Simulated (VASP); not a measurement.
# Pb (Fm-3m) in VASP: notebook, part 3 of 3

VASP 6.6.1. Earlier steps stand in the parts before.

### 6 Single point, PBE

This run uses another cell than the first one, of 31.88 Å³/atom, 1.099 times its volume.

File INCAR:

```
PREC = Accurate
ENCUT = 520
EDIFF = 1E-7
ISMEAR = -1
SIGMA = 0.05
LREAL = False
LASPH = True
NELM = 100
ALGO = Fast
ISIF = 2
LWAVE = False
LCHARG = False
GGA = PE
NBANDS = 13
```

File KPOINTS:

```
regular mesh
0
Gamma
  9 9 9
```

File POSCAR:

```
Pb
1.0
    0.0000000000      2.5166329575      2.5166329575
    2.5166329575      0.0000000000      2.5166329575
    2.5166329575      2.5166329575      0.0000000000
Pb
1
Direct
    0.0000000000      0.0000000000      0.0000000000
```

Potentials or basis: VASP PAW PBE potentials, release 64 (Pb_d).

Started as:

```sh
> cat potpaw_PBE.64/Pb_d/POTCAR > POTCAR
> mpirun -np 1 vasp_std > vasp.out
```

OUTCAR:

```text
PREC = Accurate
   ENCUT = 520
   EDIFF = 1E-7
   ISMEAR = -1
   LREAL = False
   LASPH = True
   NELM = 100
   ISIF = 2
   GGA = PE

 ion  position               nearest neighbor table
   1  0.000  0.000  0.000-

  LATTYP: Found a face centered cubic cell.
 ALAT       =     5.0332659150

  Lattice vectors:

 A1 = (   0.0000000000,   2.5166329575,   2.5166329575)
 A2 = (   2.5166329575,   0.0000000000,   2.5166329575)
 A3 = (   2.5166329575,   2.5166329575,   0.0000000000)

Analysis of symmetry for initial positions (statically):
[... 5 lines left out ...]
 face centered cubic supercell.

 Subroutine GETGRP returns: Found 48 space group operations
 (whereof 48 operations were pure point group operations)
 out of a pool of 48 trial point group operations.

The static configuration has the point symmetry O_h .

Analysis of symmetry for dynamics (positions and initial velocities):
[... 5 lines left out ...]
 face centered cubic supercell.

 Subroutine GETGRP returns: Found 48 space group operations
 (whereof 48 operations were pure point group operations)
 out of a pool of 48 trial point group operations.
[... 145 lines left out ...]
  energy without entropy =       -3.57752100  energy(sigma->0) =       -3.57919640

 E-fermi :   6.6071     XC(G=0):  -9.9482

 val. band max:        6.6034385914   @ k =   0.3333   0.3333   0.0000
 cond. band min:       6.6352985720   @ k =  -0.2222   0.3333   0.1111
 fundamental gap:      0.0318599806
 Fermi energy:         6.6070643161

 k-point     1 :       0.0000    0.0000    0.0000
  band No.  band energies     occupation
      1     -10.3095      2.00000
      2     -10.3095      2.00000
      3     -10.3095      2.00000
      4     -10.1897      2.00000
      5     -10.1897      2.00000
      6      -4.6922      2.00000
      7      13.7613      0.00000
      8      13.7613      0.00000
      9      13.7613      0.00000
     10      16.4612      0.00000
     11      17.4392      0.00000
     12      18.8567      0.00000
     13      18.8567      0.00000
[... 354 lines left out ...]
  band No.  band energies     occupation
      1     -10.4435      2.00000
      2     -10.3622      2.00000
      3     -10.0862      2.00000
      4     -10.0522      2.00000
      5     -10.0522      2.00000
      6      -0.4337      2.00000
      7       4.1421      2.00000
      8       8.8220      0.00000
      9       8.8220      0.00000
     10      12.0699      0.00000
     11      13.2763      0.00000
     12      24.7063      0.00000
     13      26.1583      0.00000

 [... further k-points ...]
[... 5 lines left out ...]
  --------------------------------------------------------------------------------------
  -------------------------------------------------------------------------------------
  Total       -0.0126612     -0.0126612     -0.0126612     -0.0000000     -0.0000000      0.0000000
  in kB       -0.6363511     -0.6363511     -0.6363511     -0.0000000     -0.0000000      0.0000000
  external PRESSURE =      -0.6363511 kB  Pullay stress =       0.0000000 kB

 VOLUME and BASIS-vectors are now :
 -----------------------------------------------------------------------------
  energy-cutoff  :      520.00
  volume of cell :       31.88
      direct lattice vectors                 reciprocal lattice vectors
     0.000000000  2.516632958  2.516632958    -0.198678158  0.198678158  0.198678158
     2.516632958  0.000000000  2.516632958     0.198678158 -0.198678158  0.198678158
     2.516632958  2.516632958  0.000000000     0.198678158  0.198678158 -0.198678158

 POSITION                                       TOTAL-FORCE (eV/Angst)
 -----------------------------------------------------------------------------------
      0.00000      0.00000      0.00000         0.000000      0.000000      0.000000
 -----------------------------------------------------------------------------------
    total drift:                                0.000000     -0.000000     -0.000000

  FREE ENERGIE OF THE ION-ELECTRON SYSTEM (eV)
  ---------------------------------------------------
  free  energy   TOTEN  =        -3.5808717917 eV

  energy  without entropy=       -3.5775210001  energy(sigma->0) =       -3.57919640
```

OSZICAR:

```text
N       E                     dE             d eps       ncg     rms          rms(c)
DAV:   1     0.108704376276E+03    0.10870E+03   -0.70951E+03   915   0.124E+03
DAV:   2     0.164694381626E+01   -0.10706E+03   -0.10368E+03   945   0.310E+02
DAV:   3    -0.347159363132E+01   -0.51185E+01   -0.51032E+01  1169   0.735E+01
DAV:   4    -0.358660063351E+01   -0.11501E+00   -0.11498E+00  1138   0.118E+01
DAV:   5    -0.359088876587E+01   -0.42881E-02   -0.42879E-02  1282   0.204E+00    0.485E-01
RMM:   6    -0.358250803786E+01    0.83807E-02   -0.10200E-02  1080   0.145E+00    0.253E-01
RMM:   7    -0.358072959233E+01    0.17784E-02   -0.66594E-03  1092   0.921E-01    0.910E-02
RMM:   8    -0.358081695916E+01   -0.87367E-04   -0.14800E-03  1225   0.589E-01    0.151E-02
RMM:   9    -0.358086288492E+01   -0.45926E-04   -0.48025E-04  1360   0.232E-01    0.156E-02
RMM:  10    -0.358086643413E+01   -0.35492E-05   -0.14432E-04  1171   0.209E-01    0.559E-03
RMM:  11    -0.358087086056E+01   -0.44264E-05   -0.67742E-05  1463   0.844E-02    0.275E-03
RMM:  12    -0.358087178573E+01   -0.92517E-06   -0.88236E-06  1287   0.307E-02    0.308E-03
RMM:  13    -0.358087187731E+01   -0.91574E-07   -0.15168E-06  1234   0.120E-02    0.250E-03
RMM:  14    -0.358087179169E+01    0.85619E-07   -0.43028E-07  1085   0.110E-02
   1 F= -.35808718E+01 E0= -.35791964E+01  d E =-.335079E-02
```

Run time: 11 s. Hardware: 1 thread of Intel Xeon 6975P-C, shared host; peak memory 0.15 GiB.

What came out:

```
Free energy            : -3.5809 eV
Pressure               : -0.1 GPa
Band gap on the k mesh : zero (band 7 reaches 13.76 eV, above the bottom of band 8 at 5.29 eV)
```

Caveat: spin-orbit coupling is left out, which moves the levels of the heavy elements.

### 7 Summary

```csv
level,potentials or basis,cell,gap on the mesh (eV),pressure (GPa)
LDA,"VASP PAW LDA potentials, release 64 (Pb_d)","a = 3.449 Å, angles 60.0°, 1 atom",none,0.1
PBEsol,"VASP PAW PBE potentials, release 64 (Pb_d)","a = 3.485 Å, angles 60.0°, 1 atom",none,0.0
PBEsol+D4,"VASP PAW PBE potentials, release 64 (Pb_d)","a = 3.455 Å, angles 60.0°, 1 atom",none,-0.1
PBEsol+D3(BJ),"VASP PAW PBE potentials, release 64 (Pb_d)","a = 3.500 Å, angles 60.0°, 1 atom",none,-3.1
PBE,"VASP PAW PBE potentials, release 64 (Pb_d)","a = 3.559 Å, angles 60.0°, 1 atom",none,-0.1
```

Alike in all rows: task single point; no spin polarisation; k mesh 9 × 9 × 9; cutoff (eV) 520; smearing fermi-dirac 0.05 eV.

Caveats: spin-orbit coupling is left out, which moves the levels of the heavy elements; the PAW data sets were made with another functional, which shifts forces and pressure a little (some runs); pairwise dispersion overbinds metals, which lowers pressure and volume (some runs); three body term missing (some runs).

Total energies depend on the potentials used, so only differences within one code and one set of settings carry meaning.
